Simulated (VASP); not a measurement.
# GaAs (I-4m2) in VASP: a series of runs, part 2 of 2

VASP 6.6.1. Earlier steps stand in the parts before.

## (3) Single point, r2SCAN (uniaxial x strain -1.9%)

Input file POSCAR:

```
GaAs
1.0
    0.0000000000      2.8330831910      2.8330831910
    2.7798212270      0.0000000000      2.8330831910
    2.7798212270      2.8330831910      0.0000000000
Ga As
1 1
Direct
    0.0000000000      0.0000000000      0.0000000000
    0.2500000000      0.2500000000      0.2500000000
```

Input file INCAR.step1:

```
  PREC = Accurate
  ENCUT = 520
  ISMEAR = 0
  SIGMA = 0.01
  LREAL = False
  LASPH = True
  NELM = 60
  NBANDS = 16
  GGA = PE
  ALGO = Normal
  EDIFF = 1E-4
  LWAVE = True
  LCHARG = False
```

Input file INCAR.step2:

```
  PREC = Accurate
  ENCUT = 520
  EDIFF = 1E-7
  ISMEAR = 0
  SIGMA = 0.01
  LREAL = False
  LASPH = True
  NELM = 60
  ALGO = Normal
  ISIF = 2
  LWAVE = False
  LCHARG = True
  METAGGA = R2SCAN
  LMIXTAU = True
  LELF = True
  LVHAR = True
  NBANDS = 16
  ISTART = 1
```

Input file KPOINTS:

```
Automatic mesh
0
Gamma
  8 8 8
```

Potentials or basis: VASP PAW PBE potentials, release 64 (Ga_d, As).

Started as:

```
$ cat potpaw_PBE.64/Ga_d/POTCAR potpaw_PBE.64/As/POTCAR > POTCAR
$ cp INCAR.step1 INCAR
$ mpirun -np 1 vasp_std > vasp.out
$ cp INCAR.step2 INCAR
$ mpirun -np 1 vasp_std > vasp.out
```

OUTCAR:

```text
PREC = Accurate
   ENCUT = 520
   EDIFF = 1E-7
   ISMEAR = 0
   LREAL = False
   LASPH = True
   NELM = 60
   ISIF = 2
   METAGGA = R2SCAN
   ISTART = 1

 ion  position               nearest neighbor table
   1  0.000  0.000  0.000-   2 2.44   2 2.44   2 2.44   2 2.44
   2  0.250  0.250  0.250-   1 2.44   1 2.44   1 2.44   1 2.44

  LATTYP: Found a body centered tetragonal cell.
 ALAT       =     4.0065846720
 C/A-ratio  =     1.3876263474

  Lattice vectors:

 A1 = (  -2.7798212270,   0.0000000000,  -2.8330831910)
 A2 = (  -2.7798212270,   0.0000000000,   2.8330831910)
 A3 = (   2.7798212270,   2.8330831910,   0.0000000000)

Analysis of symmetry for initial positions (statically):
=====================================================================
 Subroutine PRICEL returns:
 Original cell was already a primitive cell.

 Routine SETGRP: Setting up the symmetry group for a
 body centered tetragonal supercell.

 Subroutine GETGRP returns: Found  8 space group operations
 (whereof  8 operations were pure point group operations)
 out of a pool of 16 trial point group operations.

The static configuration has the point symmetry D_2d.

Analysis of symmetry for dynamics (positions and initial velocities):
=====================================================================
 Subroutine PRICEL returns:
 Original cell was already a primitive cell.

 Routine SETGRP: Setting up the symmetry group for a
 body centered tetragonal supercell.

 Subroutine GETGRP returns: Found  8 space group operations
 (whereof  8 operations were pure point group operations)
 out of a pool of 16 trial point group operations.

The dynamic configuration has the point symmetry D_2d.

 Subroutine INISYM returns: Found  8 space group operations
 (whereof  8 operations are pure point group operations),
 and found     1 'primitive' translations

----------------------------------------------------------------------------------------

[... 113 lines left out ...]
  volume/ion in A,a.u.               =      22.31       150.57
  Fermi-wavevector in a.u.,A,eV,Ry     =   1.209606  2.285823 19.907309  1.463146
  Thomas-Fermi vector in A             =   2.345178
   LORBIT       =      0    0 simple, 1 ext, 2 COOP (PROOUT), +10 PAW based schemes
   METAGGA = R2SCAN    functional components
   LHFCALC =     F    Hartree Fock is set to
   AEXX    =    0.0000 exact exchange contribution
   IVDW    =     0    specifies the selected vdW correction
   LEPSILON=     F    determine dielectric tensor
   LRPA    =     F    only Hartree local field effects (RPA)
 non-spin polarized calculation
 Gauss-broadening in eV      SIGMA  =   0.01
  energy-cutoff  :      520.00
  volume of cell :       44.62
 maximum number of plane-waves:      1235
 NGX is ok and might be reduce to    30
   NGX = 15   NGY = 15   NGZ = 15

 number of electron      18.0000003 magnetization

 Free energy of the ion-electron system (eV)
  ---------------------------------------------------
  ext. energy  EPLUGINS =         0.00000000
  ---------------------------------------------------
  free energy    TOTEN  =       -27.04666790 eV

  energy without entropy =      -27.04666790  energy(sigma->0) =      -27.04666790

 E-fermi :   3.9169     XC(G=0): -10.3153

 val. band max:        3.8714961649   @ k =   0.0000   0.0000   0.0000
 cond. band min:       4.8909346885   @ k =   0.0000   0.0000   0.0000
 fundamental gap:      1.0194385236
 Fermi energy:         3.9169145729

 k-point     1 :       0.0000    0.0000    0.0000
  band No.  band energies     occupation
      1     -11.4622      2.00000
      2     -11.4622      2.00000
      3     -11.4575      2.00000
      4     -11.3694      2.00000
      5     -11.3662      2.00000
      6      -9.5050      2.00000
[... 433 lines left out ...]
      3     -11.4384      2.00000
      4     -11.3679      2.00000
      5     -11.3674      2.00000
      6      -8.3815      2.00000
[... 8 lines left out ...]
     15      14.2620      0.00000
     16      15.5979      0.00000

 [... further k-points ...]

------------------------ aborting loop because EDIFF is reached ----------------------------------------

  FORCE on cell =-STRESS in cart. coord.  units (eV):
  Direction    XX          YY          ZZ          XY          YZ          ZX
  --------------------------------------------------------------------------------------
  -------------------------------------------------------------------------------------
  Total        0.6700466      0.3198810      0.3198810     -0.0000000      0.0000000     -0.0000000
  in kB       24.0574777     11.4850670     11.4850670     -0.0000000      0.0000000     -0.0000000
  external PRESSURE =      15.6758706 kB  Pullay stress =       0.0000000 kB

 VOLUME and BASIS-vectors are now :
 -----------------------------------------------------------------------------
  energy-cutoff  :      520.00
  volume of cell :       44.62
      direct lattice vectors                 reciprocal lattice vectors
     0.000000000  2.833083191  2.833083191    -0.179867682  0.176486169  0.176486169
     2.779821227  0.000000000  2.833083191     0.179867682 -0.176486169  0.176486169
     2.779821227  2.833083191  0.000000000     0.179867682  0.176486169 -0.176486169

 POSITION                                       TOTAL-FORCE (eV/Angst)
 -----------------------------------------------------------------------------------
      0.00000      0.00000      0.00000        -0.000000      0.000000      0.000000
      1.38991      1.41654      1.41654         0.000000      0.000000      0.000000
 -----------------------------------------------------------------------------------
    total drift:                                0.000008     -0.000002     -0.000002

  FREE ENERGIE OF THE ION-ELECTRON SYSTEM (eV)
  ---------------------------------------------------
  free  energy   TOTEN  =       -27.0466678980 eV

  energy  without entropy=      -27.0466678980  energy(sigma->0) =      -27.04666790
```

OUTCAR.step1:

```text
PREC = Accurate
   ENCUT = 520
   ISMEAR = 0
   LREAL = False
   LASPH = True
[... 679 lines left out ...]
      0.00000      0.00000      0.00000         0.000000     -0.000000     -0.000000
      1.38991      1.41654      1.41654        -0.000000      0.000000      0.000000
 -----------------------------------------------------------------------------------
    total drift:                                0.000000      0.000002      0.000002

  FREE ENERGIE OF THE ION-ELECTRON SYSTEM (eV)
  ---------------------------------------------------
  free  energy   TOTEN  =        -8.2314620233 eV

  energy  without entropy=       -8.2314620233  energy(sigma->0) =       -8.23146202
```

Wall time 6 min (1 thread of Intel Xeon 8259CL, shared host); peak memory 0.2 GiB.

Results:

| Property | Result |
| --- | --- |
| Free energy | -27.0467 eV |
| Pressure | 1.6 GPa |
| Band gap on the k mesh | 1.02 eV |

Caveat: the cell differs from its parent crystal (uniaxial x strain -1.9%); the PAW data sets were made with another functional, which shifts forces and pressure a little. A k mesh can miss the band edges.

## (4) Single point, r2SCAN (epitaxial xy strain +1.4%)

Input file POSCAR:

```
GaAs
1.0
    0.0000000000      2.8718964307      2.8000073757
    2.8718964307      0.0000000000      2.8000073757
    2.8718964307      2.8718964307      0.0000000000
Ga As
1 1
Direct
    0.0000000000      0.0000000000      0.0000000000
    0.2500000000      0.2500000000      0.2500000000
```

Input file INCAR.step1:

```
SYSTEM = GaAs
PREC     = Accurate       ! precision mode
ENCUT    = 520            ! plane-wave cutoff, eV
ISMEAR   = 0              ! smearing method
SIGMA    = 0.01           ! smearing width, eV
LREAL    = .FALSE.        ! projectors in reciprocal space
LASPH    = .TRUE.         ! aspherical terms in the spheres
NELM     = 100            ! most SCF steps
NBANDS   = 16             ! bands
GGA      = PE             ! functional
ALGO     = Normal         ! electronic algorithm
EDIFF    = 1E-4           ! SCF threshold, eV
LWAVE    = .TRUE.         ! write WAVECAR
LCHARG   = .FALSE.        ! write CHGCAR
```

Input file INCAR.step2:

```
SYSTEM = GaAs
PREC     = Accurate       ! precision mode
ENCUT    = 520            ! plane-wave cutoff, eV
EDIFF    = 1E-6           ! SCF threshold, eV
ISMEAR   = 0              ! smearing method
SIGMA    = 0.01           ! smearing width, eV
LREAL    = .FALSE.        ! projectors in reciprocal space
LASPH    = .TRUE.         ! aspherical terms in the spheres
NELM     = 100            ! most SCF steps
ALGO     = Normal         ! electronic algorithm
ISIF     = 2              ! what is computed and relaxed
LWAVE    = .FALSE.        ! write WAVECAR
LCHARG   = .FALSE.        ! write CHGCAR
METAGGA  = R2SCAN         ! meta-GGA
LMIXTAU  = .TRUE.       
NBANDS   = 16             ! bands
ISTART   = 1
```

Input file KPOINTS:

```
Automatic mesh
0
G
  8 8 8
  0 0 0
```

Started as:

```
$ cat potpaw_PBE.64/Ga_d/POTCAR potpaw_PBE.64/As/POTCAR > POTCAR
$ cp INCAR.step1 INCAR
$ mpirun -np 1 vasp_std > vasp.out
$ cp INCAR.step2 INCAR
$ mpirun -np 1 vasp_std > vasp.out
```

Wall time 3.8 min (1 thread of Intel Xeon 8259CL, shared host); peak memory 0.2 GiB.

Results (log left out):

```
Free energy            : -27.0473 eV
Pressure               : -1.0 GPa
Band gap on the k mesh : 0.72 eV
```

Stress tensor (GPa, compression positive):
```
-1.50  0.00  0.00
 0.00 -1.50  0.00
 0.00  0.00  0.11
```

Levels at points of the mesh, in eV from the valence-band top:
```tsv
k point	band 6	band 7	band 8	band 9	band 10	band 11	band 12	band 13
(0.00, 0.00, 0.00)	-13.14	-0.14	-0.14	0.00	0.72	3.89	3.97	3.97
(0.50, 0.00, 0.00)	-11.36	-6.79	-1.35	-1.14	1.19	4.80	4.98	8.17
(0.50, 0.50, 0.00)	-10.55	-6.88	-2.90	-2.90	1.60	1.70	10.59	10.59
(0.50, 0.00, 0.50)	-10.65	-7.03	-2.74	-2.72	1.76	1.95	10.47	10.61
```

Caveat: the cell differs from its parent crystal (epitaxial xy strain +1.4%); the PAW data sets were made with another functional, which shifts forces and pressure a little.

## (5) The runs side by side

```csv
level,cell,smearing,gap on the mesh (eV),pressure (GPa)
PBE,"a = 4.011, b = 4.011, c = 4.061 Å, angles 59.6, 59.6, 60.8°, 2 atoms",fermi-dirac 0.02 eV,0.26,1.8
r2SCAN,"a = 4.007, b = 3.969, c = 3.969 Å, angles 60.6, 59.7, 59.7°, 2 atoms",gaussian 0.01 eV,1.02,1.6
r2SCAN,"a = 4.011, b = 4.011, c = 4.061 Å, angles 59.6, 59.6, 60.8°, 2 atoms",gaussian 0.01 eV,0.72,-1.0
```

Alike in all rows: task single point; potentials or basis VASP PAW PBE potentials, release 64 (Ga_d, As); no spin polarisation; k mesh 8 × 8 × 8; cutoff (eV) 520.

Caveats: the PAW data sets were made with another functional, which shifts forces and pressure a little (at least some runs).

Absolute energies hang on the potentials; compare differences alone.
